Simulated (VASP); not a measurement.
# MgB2 (P6/mmm) in VASP: notebook

The runs below take MgB2 through single point, with PBE.

Program: VASP 6.6.1. These are calculated values, not measurements. Logs are shortened: lines on timing, memory, paths and dates and some standing lists are left out, and cuts for length are marked.

**1. The cell of the first run**

Symmetry: P6/mmm, No. 191, hexagonal system. The conventional cell has a = 3.085 Å, b = 3.085 Å, c = 3.488 Å, α = 90.00°, β = 90.00°, γ = 120.00°. Within 3.3 Å of Mg (site symmetry 6/mmm) lie 12 B at 2.49 Å and 6 Mg at 3.09 Å. B (site symmetry -6m2) has 3 B at 1.78 Å within 2.4 Å.

**2. Single point, PBE (zz strain of -1 %)**

The input, INCAR:

```
SYSTEM = MgB2
PREC     = Accurate       ! precision mode
ENCUT    = 520            ! plane-wave cutoff, eV
EDIFF    = 1E-6           ! SCF threshold, eV
ISMEAR   = -1             ! smearing method
SIGMA    = 0.05           ! smearing width, eV
LREAL    = .False.        ! projectors in reciprocal space
LASPH    = .True.         ! aspherical terms in the spheres
NELM     = 80             ! most SCF steps
ALGO     = Normal         ! electronic algorithm
ISIF     = 2              ! what is computed and relaxed
LWAVE    = .False.        ! write WAVECAR
LCHARG   = .False.        ! write CHGCAR
GGA      = PE             ! functional
NBANDS   = 11             ! bands
```

The input, KPOINTS:

```
regular mesh
0
Gamma
  12 12 9
  0 0 0
```

The input, POSCAR:

```
MgB2
1.0
    3.0850007055      0.0000000000      0.0000000000
   -1.5425003528      2.6716889817      0.0000000000
    0.0000000000      0.0000000000      3.4877700000
Mg B
1 2
Direct
    0.0000000000      0.0000000000      0.0000000000
    0.3333333333      0.6666666667      0.5000000000
    0.6666666667      0.3333333333      0.5000000000
```

Potentials or basis: VASP PAW PBE potentials, release 64 (Mg, B).

Command:

```
> cat potpaw_PBE.64/Mg/POTCAR potpaw_PBE.64/B/POTCAR > POTCAR
> mpirun -np 1 vasp_std > vasp.out
```

OUTCAR:

```text
SYSTEM = MgB2
   PREC = Accurate
   ENCUT = 520
   EDIFF = 1E-6
   ISMEAR = -1
   LREAL = .False.
   LASPH = .True.
   NELM = 80
   ISIF = 2
   GGA = PE

 ion  position               nearest neighbor table
   1  0.000  0.000  0.000-   2 2.49   3 2.49   2 2.49   3 2.49   3 2.49   3 2.49   2 2.49   2 2.49
                             3 2.49   3 2.49   2 2.49   2 2.49
   2  0.333  0.667  0.500-   3 1.78   3 1.78   3 1.78   1 2.49   1 2.49   1 2.49   1 2.49   1 2.49
                             1 2.49
   3  0.667  0.333  0.500-   2 1.78   2 1.78   2 1.78   1 2.49   1 2.49   1 2.49   1 2.49   1 2.49
                             1 2.49

  LATTYP: Found a hexagonal cell.
 ALAT       =     3.0850007055
 C/A-ratio  =     1.1305572779

  Lattice vectors:

 A1 = (   3.0850007055,   0.0000000000,   0.0000000000)
 A2 = (  -1.5425003528,   2.6716889817,   0.0000000000)
 A3 = (   0.0000000000,   0.0000000000,   3.4877700000)

Analysis of symmetry for initial positions (statically):
=====================================================================
 Subroutine PRICEL returns:
 Original cell was already a primitive cell.

 Routine SETGRP: Setting up the symmetry group for a
 hexagonal supercell.

 Subroutine GETGRP returns: Found 24 space group operations
 (whereof 24 operations were pure point group operations)
 out of a pool of 24 trial point group operations.

The static configuration has the point symmetry D_6h.

Analysis of symmetry for dynamics (positions and initial velocities):
=====================================================================
 Subroutine PRICEL returns:
 Original cell was already a primitive cell.

 Routine SETGRP: Setting up the symmetry group for a
 hexagonal supercell.

 Subroutine GETGRP returns: Found 24 space group operations
 (whereof 24 operations were pure point group operations)
 out of a pool of 24 trial point group operations.

The dynamic configuration has the point symmetry D_6h.

 Subroutine INISYM returns: Found 24 space group operations
 (whereof 24 operations are pure point group operations),
 and found     1 'primitive' translations

----------------------------------------------------------------------------------------

                                     Primitive cell

  volume of cell :      28.7468

  direct lattice vectors                    reciprocal lattice vectors
     3.085000706  0.000000000  0.000000000     0.324149034  0.187147532  0.000000000
    -1.542500353  2.671688982  0.000000000     0.000000000  0.374295065  0.000000000
     0.000000000  0.000000000  3.487770000     0.000000000  0.000000000  0.286716154

  length of vectors
     3.085000706  3.085000706  3.487770000     0.374295065  0.374295065  0.286716154

  position of ions in fractional coordinates (direct lattice)
     0.000000000  0.000000000  0.000000000
     0.333333333  0.666666667  0.500000000
     0.666666667  0.333333333  0.500000000

  ion indices of the primitive-cell ions
   primitive index   ion index
                 1           1
                 2           2
                 3           3

----------------------------------------------------------------------------------------

 KPOINTS: regular mesh

Automatic generation of k-mesh.
 Grid dimensions read from file:
 generate k-points for:   12   12    9

 Generating k-lattice:

  Cartesian coordinates                     Fractional coordinates (reciprocal lattice)
     0.027012420  0.015595628  0.000000000     0.083333333  0.000000000  0.000000000
     0.000000000  0.031191255  0.000000000     0.000000000  0.083333333  0.000000000
     0.000000000  0.000000000  0.031857350     0.000000000  0.000000000  0.111111111

  Length of vectors
     0.031191255  0.031191255  0.031857350

  Shift w.r.t. Gamma in fractional coordinates (k-lattice)
     0.000000000  0.000000000  0.000000000

 Subroutine IBZKPT returns following result:
 ===========================================

 Found     95 irreducible k-points:

 Following reciprocal coordinates:
            Coordinates               Weight
  0.000000  0.000000  0.000000      1.000000
  0.083333  0.000000  0.000000      6.000000
  0.166667 -0.000000  0.000000      6.000000
  0.250000  0.000000  0.000000      6.000000
  0.333333 -0.000000  0.000000      6.000000
  0.416667  0.000000  0.000000      6.000000
[... 16 lines left out ...]
  0.250000  0.000000  0.111111     12.000000
  0.333333 -0.000000  0.111111     12.000000
 [... further k-points ...]
   k-points           NKPTS =     95   k-points in BZ     NKDIM =     95   number of bands    NBANDS=     11
   number of dos      NEDOS =    301   number of ions     NIONS =      3
   total plane-waves  NPLWV =  16128
   dimension x,y,z NGX =    24 NGY =   24 NGZ =   28
   dimension x,y,z NGXF=    48 NGYF=   48 NGZF=   56
   ions per type =               1   2
   NGX,Y,Z   is equivalent  to a cutoff of  12.93, 12.93, 13.35 a.u.
   NGXF,Y,Z  is equivalent  to a cutoff of  25.87, 25.87, 26.69 a.u.
 SYSTEM =  MgB2
   PREC   = accura    normal or accurate (medium, high low for compatibility)
   ISTART =      0    job   : 0-new  1-cont  2-samecut
   ICHARG =      2    charge: 1-file 2-atom 10-const
   ISPIN  =      1    spin polarized calculation?
   LNONCOLLINEAR =      F non collinear calculations
   LSORBIT =      F    spin-orbit coupling
   LASPH  =      T    aspherical Exc in radial PAW
   ENCUT  =  520.0 eV  38.22 Ry    6.18 a.u.   5.74  5.74  6.48*2*pi/ulx,y,z
   NELM   =     80;   NELMIN=  2; NELMDL= -5     # of ELM steps
   EDIFF  = 0.1E-05   stopping-criterion for ELM
   LREAL  =      F    real-space projection
   EDIFFG = 0.1E-04   stopping-criterion for IOM
   NSW    =      0    number of steps for IOM
   IBRION =     -1    ionic relax: 0-MD 1-quasi-New 2-CG
   NFREE  =      0    steps in history (QN), initial steepest desc. (CG)
   ISIF   =      2    stress and relaxation
   ISYM   =      2    0-nonsym 1-usesym 2-fastsym
   POTIM  = 0.5000    time-step for ionic-motion
   TEBEG  =    0.0;   TEEND  =   0.0 temperature during run
   PSTRESS=    0.0 pullay stress
   NELECT =       8.0000    total number of electrons
   NUPDOWN=      -1.0000    fix difference up-down
   EMIN   =  10.00;   EMAX   =-10.00  energy-range for DOS
   EFERMI =   0.00;   METHOD = LEGACY
   ISMEAR =    -1;   SIGMA  =   0.05  broadening in eV -4-tet -1-fermi 0-gaus
   EFERMI_NEDOS =   21; number of points for ismear=-14 and -15
   IALGO  =     38    algorithm
   IMIX   =      4    mixing-type and parameters
     AMIX     =   0.40;   BMIX     =  1.00
     AMIX_MAG =   1.60;   BMIX_MAG =  1.00
  volume/ion in A,a.u.               =       9.58        64.66
  Fermi-wavevector in a.u.,A,eV,Ry     =   1.068830  2.019795 15.543252  1.142397
  Thomas-Fermi vector in A             =   2.204490
   LORBIT       =      0    0 simple, 1 ext, 2 COOP (PROOUT), +10 PAW based schemes
   GGA     = PE    functional components
   LHFCALC =     F    Hartree Fock is set to
   AEXX    =    0.0000 exact exchange contribution
   IVDW    =     0    specifies the selected vdW correction
   LEPSILON=     F    determine dielectric tensor
   LRPA    =     F    only Hartree local field effects (RPA)
 non-spin polarized calculation
  energy-cutoff  :      520.00
  volume of cell :       28.75
 maximum number of plane-waves:       788
 NGX is ok and might be reduce to    24
   NGX = 11   NGY = 11   NGZ = 13

 number of electron       8.0000000 magnetization

 Free energy of the ion-electron system (eV)
  ---------------------------------------------------
  ext. energy  EPLUGINS =         0.00000000
  ---------------------------------------------------
  free energy    TOTEN  =       -15.32704687 eV

  energy without entropy =      -15.32301181  energy(sigma->0) =      -15.32502934

 E-fermi :   5.2829     XC(G=0): -10.9556

 val. band max:        5.2082630876   @ k =   0.3333   0.3333   0.2222
 cond. band min:       5.3048006725   @ k =   0.2500   0.2500   0.4444
 fundamental gap:      0.0965375848
 Fermi energy:         5.2828504201

 k-point     1 :       0.0000    0.0000    0.0000
  band No.  band energies     occupation
      1      -7.1452      2.00000
      2       2.4762      2.00000
      3       5.6334      0.00180
      4       5.6334      0.00180
      5       7.1785      0.00000
      6      11.5592      0.00000
      7      11.5592      0.00000
      8      13.3427      0.00000
      9      15.2774      0.00000
     10      17.9591      0.00000
     11      21.6095      0.00000

 k-point     2 :       0.0833    0.0000    0.0000
  band No.  band energies     occupation
      1      -7.0247      2.00000
      2       2.5932      2.00000
      3       5.0197      1.98969
      4       5.3492      0.41961
      5       7.2827      0.00000
      6      11.4794      0.00000
      7      12.0873      0.00000
      8      13.6223      0.00000
      9      14.8539      0.00000
     10      18.5588      0.00000
     11      21.0331      0.00000

 k-point     3 :       0.1667   -0.0000    0.0000
  band No.  band energies     occupation
      1      -6.6646      2.00000
      2       2.9417      2.00000
      3       3.5880      2.00000
      4       4.7239      1.99997
      5       7.6048      0.00000
      6      11.1002      0.00000
      7      13.4330      0.00000
      8      13.7218      0.00000
      9      14.3121      0.00000
     10      19.9996      0.00000
     11      20.0867      0.00000
[... 267 lines left out ...]
 k-point    23 :       0.2500    0.0000    0.1111
  band No.  band energies     occupation
      1      -5.9664      2.00000
      2       1.9439      2.00000
      3       2.7389      2.00000
      4       4.1069      2.00000
      5       9.0402      0.00000
      6      10.7309      0.00000
      7      11.5787      0.00000
      8      15.2858      0.00000
      9      15.2970      0.00000
     10      18.5256      0.00000
     11      18.5779      0.00000

 k-point    24 :       0.3333   -0.0000    0.1111
  band No.  band energies     occupation
      1      -5.1483      2.00000
      2       0.2480      2.00000
      3       3.5201      2.00000
      4       3.5802      2.00000
      5       9.1469      0.00000
      6      10.0508      0.00000
      7      10.8223      0.00000
      8      14.8882      0.00000
      9      17.1921      0.00000
     10      18.1212      0.00000
     11      18.1704      0.00000

 [... further k-points ...]
[... 5 lines left out ...]
  --------------------------------------------------------------------------------------
  -------------------------------------------------------------------------------------
  Total       -0.2070987     -0.2070987      0.3040150      0.0000000     -0.0000000      0.0000000
  in kB      -11.5424762    -11.5424762     16.9440232      0.0000000     -0.0000000      0.0000000
  external PRESSURE =      -2.0469764 kB  Pullay stress =       0.0000000 kB

 VOLUME and BASIS-vectors are now :
 -----------------------------------------------------------------------------
  energy-cutoff  :      520.00
  volume of cell :       28.75
      direct lattice vectors                 reciprocal lattice vectors
     3.085000706  0.000000000  0.000000000     0.324149034  0.187147532  0.000000000
    -1.542500353  2.671688982  0.000000000     0.000000000  0.374295065  0.000000000
     0.000000000  0.000000000  3.487770000     0.000000000  0.000000000  0.286716154

 POSITION                                       TOTAL-FORCE (eV/Angst)
 -----------------------------------------------------------------------------------
      0.00000      0.00000      0.00000        -0.000000      0.000000      0.000000
     -0.00000      1.78113      1.74388         0.000000     -0.000000     -0.000000
      1.54250      0.89056      1.74388        -0.000000      0.000000      0.000000
 -----------------------------------------------------------------------------------
    total drift:                                0.000000     -0.000000      0.000000

  FREE ENERGIE OF THE ION-ELECTRON SYSTEM (eV)
  ---------------------------------------------------
  free  energy   TOTEN  =       -15.3270468741 eV

  energy  without entropy=      -15.3230118136  energy(sigma->0) =      -15.32502934
```

It took 34 s on 1 thread of Intel Xeon 8259CL, shared host; peak memory 0.16 GiB.

Results:

```yaml
Free_energy: -15.3270 eV
Pressure: -0.2 GPa
Band_gap_on_the_k_mesh: zero (band 4 reaches 7.18 eV, above the bottom of band 5 at 3.38 eV)
```

Stress tensor (GPa, compression positive):
```
-1.15  0.00  0.00
 0.00 -1.15  0.00
 0.00  0.00  1.69
```

Levels at points of the mesh, in eV from the Fermi level:
```csv
k point,band 1,band 2,band 3,band 4,band 5,band 6,band 7,band 8
"(0.00, 0.00, 0.00)",-12.43,-2.81,0.35,0.35,1.90,6.28,6.28,8.06
"(0.50, 0.00, 0.00)",-8.55,-7.84,-2.18,0.32,3.20,3.86,5.56,7.33
```

Caveat: the cell differs from its parent crystal (zz strain of -1 %).

**3. Single point, PBE (zz strain of +2 %)**

The input, INCAR:

```
  PREC = Accurate
  ENCUT = 520
  EDIFF = 1E-6
  ISMEAR = -1
  SIGMA = 0.05
  LREAL = F
  LASPH = T
  NELM = 100
  ALGO = Normal
  ISIF = 2
  LWAVE = F
  LCHARG = F
  GGA = PE
  NBANDS = 11
```

The input, KPOINTS:

```
Automatic mesh
0
Gamma
  12 12 9
```

Changes to POSCAR since step 2:

```diff
@@ -4,3 +4,3 @@
    -1.5425003528      2.6716889817      0.0000000000
-    0.0000000000      0.0000000000      3.4877700000
+    0.0000000000      0.0000000000      3.5934600000
 Mg B
```

Potentials or basis: VASP PAW PBE potentials, release 64 (Mg, B).

Command:

```
> cat potpaw_PBE.64/Mg/POTCAR potpaw_PBE.64/B/POTCAR > POTCAR
> mpirun -np 1 vasp_std > vasp.out
```

Wall time 35 s (1 thread of Intel Xeon 8259CL, shared host); peak memory 0.17 GiB.

It converged, with:

```
Free energy            : -15.3151 eV
Pressure               : -3.3 GPa
Band gap on the k mesh : zero (band 4 reaches 6.82 eV, above the bottom of band 5 at 3.28 eV)
```

Stress tensor (GPa, compression positive):
```
-2.03  0.00  0.00
 0.00 -2.03  0.00
 0.00  0.00 -5.97
```

Levels at points of the mesh, in eV from the Fermi level:
| k point | band 2 | band 3 | band 4 | band 5 | band 6 | band 7 |
| --- | --- | --- | --- | --- | --- | --- |
| (0.00, 0.00, 0.00) | -3.05 | 0.48 | 0.48 | 1.33 | 6.46 | 6.46 |
| (0.50, 0.00, 0.00) | -7.68 | -2.04 | 0.15 | 2.97 | 4.01 | 5.02 |

Caveat: the cell differs from its parent crystal (zz strain of +2 %).
